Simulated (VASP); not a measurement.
# NaH (Fm-3m) in VASP: a series of runs

NaH is run at these levels: PBE; tasks: single point, relaxation of cell and atoms.

All numbers are computed with VASP 6.6.1; they aren't measurements. Logs are shortened: lines on timing, memory, paths and dates and some standing lists are left out, and cuts for length are marked.

## (1) The cell of the first run

The structure is cubic, space group Fm-3m (No. 225). Conventional cell: a = 4.832 Å, b = 4.832 Å, c = 4.832 Å, α = 90.00°, β = 90.00°, γ = 90.00°. Within 3.2 Å of Na (site symmetry m-3m) lie 6 H at 2.42 Å. Within 3.2 Å of H (site symmetry m-3m) lie 6 Na at 2.42 Å.

## (2) Single point, PBE

File INCAR:

```
SYSTEM = NaH
PREC     = Accurate       ! precision mode
ENCUT    = 500            ! plane-wave cutoff, eV
EDIFF    = 1E-6           ! SCF threshold, eV
ISMEAR   = -5             ! smearing method
SIGMA    = 0.05           ! smearing width, eV
LREAL    = .False.        ! projectors in reciprocal space
LASPH    = .True.         ! aspherical terms in the spheres
NELM     = 120            ! most SCF steps
ALGO     = Normal         ! electronic algorithm
ISIF     = 2              ! what is computed and relaxed
LWAVE    = .False.        ! write WAVECAR
LCHARG   = .False.        ! write CHGCAR
GGA      = PE             ! functional
NBANDS   = 11             ! bands
GGA_COMPAT= .False.
```

File KPOINTS:

```
Automatic mesh
0
Gamma
  8 8 8
  0 0 0
```

File POSCAR:

```
NaH
1.0
    0.0000000000      2.4160403214      2.4160403214
    2.4160403214      0.0000000000      2.4160403214
    2.4160403214      2.4160403214      0.0000000000
Na H
1 1
Direct
    0.0000000000      0.0000000000      0.0000000000
    0.5000000000      0.5000000000      0.5000000000
```

Potentials or basis: VASP PAW PBE potentials, release 64 (Na_pv, H).

Started as:

```sh
$ cat potpaw_PBE.64/Na_pv/POTCAR potpaw_PBE.64/H/POTCAR > POTCAR
$ mpirun -np 1 vasp_std > vasp.out
```

OUTCAR:

```text
SYSTEM = NaH
   PREC = Accurate
   ENCUT = 500
   EDIFF = 1E-6
   ISMEAR = -5
   LREAL = .False.
   LASPH = .True.
   NELM = 120
   ISIF = 2
   GGA = PE

 ion  position               nearest neighbor table
   1  0.000  0.000  0.000-
   2  0.500  0.500  0.500-

  LATTYP: Found a face centered cubic cell.
 ALAT       =     4.8320806428

  Lattice vectors:

 A1 = (   0.0000000000,   2.4160403214,   2.4160403214)
 A2 = (   2.4160403214,   0.0000000000,   2.4160403214)
 A3 = (   2.4160403214,   2.4160403214,   0.0000000000)

Analysis of symmetry for initial positions (statically):
=====================================================================
 Subroutine PRICEL returns:
 Original cell was already a primitive cell.

 Routine SETGRP: Setting up the symmetry group for a
 face centered cubic supercell.

 Subroutine GETGRP returns: Found 48 space group operations
 (whereof 48 operations were pure point group operations)
 out of a pool of 48 trial point group operations.

The static configuration has the point symmetry O_h .

Analysis of symmetry for dynamics (positions and initial velocities):
=====================================================================
 Subroutine PRICEL returns:
 Original cell was already a primitive cell.

 Routine SETGRP: Setting up the symmetry group for a
 face centered cubic supercell.

 Subroutine GETGRP returns: Found 48 space group operations
 (whereof 48 operations were pure point group operations)
 out of a pool of 48 trial point group operations.

The dynamic configuration has the point symmetry O_h .

 Subroutine INISYM returns: Found 48 space group operations
 (whereof 48 operations are pure point group operations),
 and found     1 'primitive' translations

----------------------------------------------------------------------------------------

                                     Primitive cell

  volume of cell :      28.2061

  direct lattice vectors                    reciprocal lattice vectors
     0.000000000  2.416040321  2.416040321    -0.206950189  0.206950189  0.206950189
     2.416040321  0.000000000  2.416040321     0.206950189 -0.206950189  0.206950189
     2.416040321  2.416040321  0.000000000     0.206950189  0.206950189 -0.206950189

  length of vectors
     3.416796990  3.416796990  3.416796990     0.358448241  0.358448241  0.358448241

  position of ions in fractional coordinates (direct lattice)
     0.000000000  0.000000000  0.000000000
     0.500000000  0.500000000  0.500000000

  ion indices of the primitive-cell ions
   primitive index   ion index
                 1           1
                 2           2

----------------------------------------------------------------------------------------

 KPOINTS: Automatic mesh

Automatic generation of k-mesh.
 Grid dimensions read from file:
 generate k-points for:    8    8    8

 Generating k-lattice:

  Cartesian coordinates                     Fractional coordinates (reciprocal lattice)
    -0.025868774  0.025868774  0.025868774     0.125000000  0.000000000  0.000000000
     0.025868774 -0.025868774  0.025868774     0.000000000  0.125000000  0.000000000
     0.025868774  0.025868774 -0.025868774     0.000000000  0.000000000  0.125000000

  Length of vectors
     0.044806030  0.044806030  0.044806030

  Shift w.r.t. Gamma in fractional coordinates (k-lattice)
     0.000000000  0.000000000  0.000000000

 TETIRR: Found     76 inequivalent tetrahedra from     3072

 Subroutine IBZKPT returns following result:
 ===========================================

 Found     29 irreducible k-points:

 Following reciprocal coordinates:
            Coordinates               Weight
  0.000000  0.000000  0.000000      1.000000
  0.125000  0.000000  0.000000      8.000000
  0.250000  0.000000  0.000000      8.000000
  0.375000  0.000000  0.000000      8.000000
  0.500000  0.000000  0.000000      4.000000
  0.125000  0.125000  0.000000      6.000000
[... 16 lines left out ...]
  0.500000  0.250000  0.125000     48.000000
 -0.375000  0.250000  0.125000     24.000000
 [... further k-points ...]
   k-points           NKPTS =     29   k-points in BZ     NKDIM =     29   number of bands    NBANDS=     11
   number of dos      NEDOS =    301   number of ions     NIONS =      2
   total plane-waves  NPLWV =  21952
   dimension x,y,z NGX =    28 NGY =   28 NGZ =   28
   dimension x,y,z NGXF=    56 NGYF=   56 NGZF=   56
   ions per type =               1   1
   NGX,Y,Z   is equivalent  to a cutoff of  13.62, 13.62, 13.62 a.u.
   NGXF,Y,Z  is equivalent  to a cutoff of  27.25, 27.25, 27.25 a.u.
 SYSTEM =  NaH
   PREC   = accura    normal or accurate (medium, high low for compatibility)
   ISTART =      0    job   : 0-new  1-cont  2-samecut
   ICHARG =      2    charge: 1-file 2-atom 10-const
   ISPIN  =      1    spin polarized calculation?
   LNONCOLLINEAR =      F non collinear calculations
   LSORBIT =      F    spin-orbit coupling
   LASPH  =      T    aspherical Exc in radial PAW
   ENCUT  =  500.0 eV  36.75 Ry    6.06 a.u.   6.23  6.23  6.23*2*pi/ulx,y,z
   NELM   =    120;   NELMIN=  2; NELMDL= -5     # of ELM steps
   EDIFF  = 0.1E-05   stopping-criterion for ELM
   LREAL  =      F    real-space projection
   EDIFFG = 0.1E-04   stopping-criterion for IOM
   NSW    =      0    number of steps for IOM
   IBRION =     -1    ionic relax: 0-MD 1-quasi-New 2-CG
   NFREE  =      0    steps in history (QN), initial steepest desc. (CG)
   ISIF   =      2    stress and relaxation
   ISYM   =      2    0-nonsym 1-usesym 2-fastsym
   POTIM  = 0.5000    time-step for ionic-motion
   TEBEG  =    0.0;   TEEND  =   0.0 temperature during run
   PSTRESS=    0.0 pullay stress
   NELECT =       8.0000    total number of electrons
   NUPDOWN=      -1.0000    fix difference up-down
   EMIN   =  10.00;   EMAX   =-10.00  energy-range for DOS
   EFERMI =   0.00;   METHOD = LEGACY
   ISMEAR =    -5;   SIGMA  =   0.05  broadening in eV -4-tet -1-fermi 0-gaus
   EFERMI_NEDOS =   21; number of points for ismear=-14 and -15
   IALGO  =     38    algorithm
   IMIX   =      4    mixing-type and parameters
     AMIX     =   0.40;   BMIX     =  1.00
     AMIX_MAG =   1.60;   BMIX_MAG =  1.00
  volume/ion in A,a.u.               =      14.10        95.17
  Fermi-wavevector in a.u.,A,eV,Ry     =   1.075616  2.032620 15.741262  1.156950
  Thomas-Fermi vector in A             =   2.211478
   LORBIT       =      0    0 simple, 1 ext, 2 COOP (PROOUT), +10 PAW based schemes
   GGA     = PE    functional components
   LHFCALC =     F    Hartree Fock is set to
   AEXX    =    0.0000 exact exchange contribution
   IVDW    =     0    specifies the selected vdW correction
   LEPSILON=     F    determine dielectric tensor
   LRPA    =     F    only Hartree local field effects (RPA)
 non-spin polarized calculation
 Fermi weights with tetrahedron method with Bloechl corrections
  energy-cutoff  :      500.00
  volume of cell :       28.21
 maximum number of plane-waves:       725
 NGX is ok and might be reduce to    28
   NGX = 13   NGY = 13   NGZ = 13

 number of electron       7.9999999 magnetization

 Free energy of the ion-electron system (eV)
  ---------------------------------------------------
  ext. energy  EPLUGINS =         0.00000000
  ---------------------------------------------------
  free energy    TOTEN  =        -5.08741962 eV

  energy without entropy =       -5.08741962  energy(sigma->0) =       -5.08741962

 E-fermi :  -0.9805     XC(G=0):  -7.7710

 val. band max:       -1.1129251663   @ k =  -0.2500   0.5000   0.2500
 cond. band min:       2.6477058986   @ k =   0.5000   0.0000   0.0000
 fundamental gap:      3.7606310649
 Fermi energy:        -0.9805377371

 k-point     1 :       0.0000    0.0000    0.0000
  band No.  band energies     occupation
      1     -23.2147      2.00000
      2     -23.2147      2.00000
      3     -23.2147      2.00000
      4      -4.7314      2.00000
      5       9.3076      0.00000
      6      14.4910      0.00000
      7      14.4910      0.00000
      8      14.4910      0.00000
      9      15.3501      0.00000
     10      15.3501      0.00000
     11      15.3501      0.00000

 k-point     2 :       0.1250    0.0000    0.0000
  band No.  band energies     occupation
      1     -23.2286      2.00000
      2     -23.2163      2.00000
      3     -23.2163      2.00000
      4      -4.4629      2.00000
      5       8.4269      0.00000
      6      11.8794      0.00000
      7      13.6784      0.00000
      8      13.6784      0.00000
      9      16.3420      0.00000
     10      16.3420      0.00000
     11      16.4846      0.00000

 k-point     3 :       0.2500    0.0000    0.0000
  band No.  band energies     occupation
      1     -23.2619      2.00000
      2     -23.2203      2.00000
      3     -23.2203      2.00000
      4      -3.7004      2.00000
      5       6.1129      0.00000
      6      10.4140      0.00000
      7      12.8914      0.00000
      8      12.8914      0.00000
      9      16.3231      0.00000
     10      16.3231      0.00000
     11      17.6862      0.00000

 k-point     4 :       0.3750    0.0000    0.0000
  band No.  band energies     occupation
      1     -23.2947      2.00000
      2     -23.2243      2.00000
      3     -23.2243      2.00000
      4      -2.6322      2.00000
      5       3.7644      0.00000
      6       9.8337      0.00000
      7      12.4254      0.00000
      8      12.4254      0.00000
      9      15.5564      0.00000
     10      15.5564      0.00000
     11      17.9413      0.00000
[... 239 lines left out ...]
 k-point    22 :       0.3750    0.2500    0.1250
  band No.  band energies     occupation
      1     -23.2694      2.00000
      2     -23.2366      2.00000
      3     -23.2257      2.00000
      4      -3.0857      2.00000
      5       5.7524      0.00000
      6       8.1235      0.00000
      7      11.1362      0.00000
      8      13.9973      0.00000
      9      14.3131      0.00000
     10      16.8904      0.00000
     11      19.5160      0.00000

 k-point    23 :       0.5000    0.2500    0.1250
  band No.  band energies     occupation
      1     -23.2866      2.00000
      2     -23.2462      2.00000
      3     -23.2307      2.00000
      4      -2.1429      2.00000
      5       4.2777      0.00000
      6       6.9674      0.00000
      7      10.2625      0.00000
      8      13.8745      0.00000
      9      15.1769      0.00000
     10      17.1760      0.00000
     11      19.3174      0.00000

 k-point    24 :      -0.3750    0.2500    0.1250
  band No.  band energies     occupation
      1     -23.2940      2.00000
      2     -23.2492      2.00000
      3     -23.2335      2.00000
      4      -1.5956      2.00000
      5       3.4317      0.00000
      6       6.7075      0.00000
      7       9.9056      0.00000
      8      13.8105      0.00000
      9      15.0378      0.00000
     10      18.2582      0.00000
     11      20.3600      0.00000

 [... further k-points ...]

------------------------ aborting loop because EDIFF is reached ----------------------------------------

  FORCE on cell =-STRESS in cart. coord.  units (eV):
  Direction    XX          YY          ZZ          XY          YZ          ZX
  --------------------------------------------------------------------------------------
  -------------------------------------------------------------------------------------
  Total       -0.0123088     -0.0123088     -0.0123088     -0.0000000     -0.0000000      0.0000000
  in kB       -0.6991707     -0.6991707     -0.6991707     -0.0000000     -0.0000000      0.0000000
  external PRESSURE =      -0.6991707 kB  Pullay stress =       0.0000000 kB

 VOLUME and BASIS-vectors are now :
 -----------------------------------------------------------------------------
  energy-cutoff  :      500.00
  volume of cell :       28.21
      direct lattice vectors                 reciprocal lattice vectors
     0.000000000  2.416040321  2.416040321    -0.206950189  0.206950189  0.206950189
     2.416040321  0.000000000  2.416040321     0.206950189 -0.206950189  0.206950189
     2.416040321  2.416040321  0.000000000     0.206950189  0.206950189 -0.206950189

 POSITION                                       TOTAL-FORCE (eV/Angst)
 -----------------------------------------------------------------------------------
      0.00000      0.00000      0.00000         0.000000     -0.000000      0.000000
      2.41604      2.41604      2.41604        -0.000000      0.000000     -0.000000
 -----------------------------------------------------------------------------------
    total drift:                               -0.000000      0.000000      0.000000

  FREE ENERGIE OF THE ION-ELECTRON SYSTEM (eV)
  ---------------------------------------------------
  free  energy   TOTEN  =        -5.0874196240 eV

  energy  without entropy=       -5.0874196240  energy(sigma->0) =       -5.08741962
```

Run time: 7.1 s. Hardware: 1 thread of AMD EPYC 7R13 (Zen 3), shared host; peak memory 0.12 GiB.

Results:

| Property | Result |
| --- | --- |
| Free energy | -5.0874 eV |
| Pressure | -0.1 GPa |
| Band gap on the k mesh | 3.76 eV (least direct gap 4.62 eV) |

Levels at points of the mesh, in eV from the valence-band top:
| k point | band 1 | band 2 | band 3 | band 4 | band 5 | band 6 | band 7 | band 8 |
| --- | --- | --- | --- | --- | --- | --- | --- | --- |
| (0.00, 0.00, 0.00) | -22.10 | -22.10 | -22.10 | -3.62 | 10.42 | 15.60 | 15.60 | 15.60 |
| (0.50, 0.00, 0.00) | -22.20 | -22.11 | -22.11 | -0.86 | 3.76 | 10.78 | 13.39 | 13.39 |
| (0.50, 0.50, 0.00) | -22.19 | -22.13 | -22.13 | -0.18 | 4.64 | 10.03 | 10.67 | 10.67 |

A k mesh can miss the band edges. PBE gaps usually lie below the measured ones, often by a third to a half.

## (3) Relaxation of cell and atoms, PBE

File INCAR:

```
ALGO     = Normal         # electronic algorithm
EDIFF    = 1E-7           # SCF threshold, eV
EDIFFG   = -0.001         # ionic threshold
ENCUT    = 500            # plane-wave cutoff, eV
GGA      = PE             # functional
GGA_COMPAT= F            
IBRION   = 2              # ionic algorithm
ISIF     = 3              # what is computed and relaxed
ISMEAR   = 0              # smearing method
LASPH    = T              # aspherical terms in the spheres
LCHARG   = F              # write CHGCAR
LREAL    = F              # projectors in reciprocal space
LWAVE    = F              # write WAVECAR
NELM     = 120            # most SCF steps
NELMIN   = 4            
NSW      = 80             # ionic steps
PREC     = Accurate       # precision mode
SIGMA    = 0.01           # smearing width, eV
```

File KPOINTS:

```
k-points
0
Gamma
  8 8 8
```

POSCAR is that of step 2.

Potentials or basis: VASP PAW PBE potentials, release 64 (Na_pv, H).

Started as:

```sh
$ cat potpaw_PBE.64/Na_pv/POTCAR potpaw_PBE.64/H/POTCAR > POTCAR
$ mpirun -np 1 vasp_std > vasp.out
```

It took 12 s on 1 thread of AMD EPYC 7R13 (Zen 3), shared host; peak memory 0.12 GiB.

It converged, with:

```yaml
Free_energy: -5.0874 eV
Relaxed_volume: 14.07 Å³/atom
Relaxed_cell: a = 3.414 Å, b = 3.414 Å, c = 3.414 Å, α = 60.00°, β = 60.00°, γ = 60.00°
Space_group_after_relaxing_to_0.1_Å: Fm-3m (No. 225)
Energy_gained_by_relaxing: 0.0 meV/atom
Ionic_steps: 4
Pressure_after_relaxing: 0.0 GPa
Band_gap_on_the_k_mesh: 3.76 eV (least direct gap 4.62 eV)
```

Final structure:
```
Na H
1.0
     0.00000    2.41413    2.41413
     2.41413    0.00000    2.41413
     2.41413    2.41413    0.00000
Na H
1 1
Direct
  0.00000 0.00000 0.00000
  0.50000 0.50000 0.50000
```

Levels at points of the mesh, in eV from the valence-band top:
```tsv
k point	band 2	band 3	band 4	band 5	band 6	band 7
(0.00, 0.00, 0.00)	-22.10	-22.10	-3.63	10.44	15.62	15.62
(0.50, 0.00, 0.00)	-22.11	-22.11	-0.86	3.76	10.80	13.40
(0.50, 0.50, 0.00)	-22.13	-22.13	-0.18	4.64	10.04	10.69
```

A k mesh can miss the band edges.
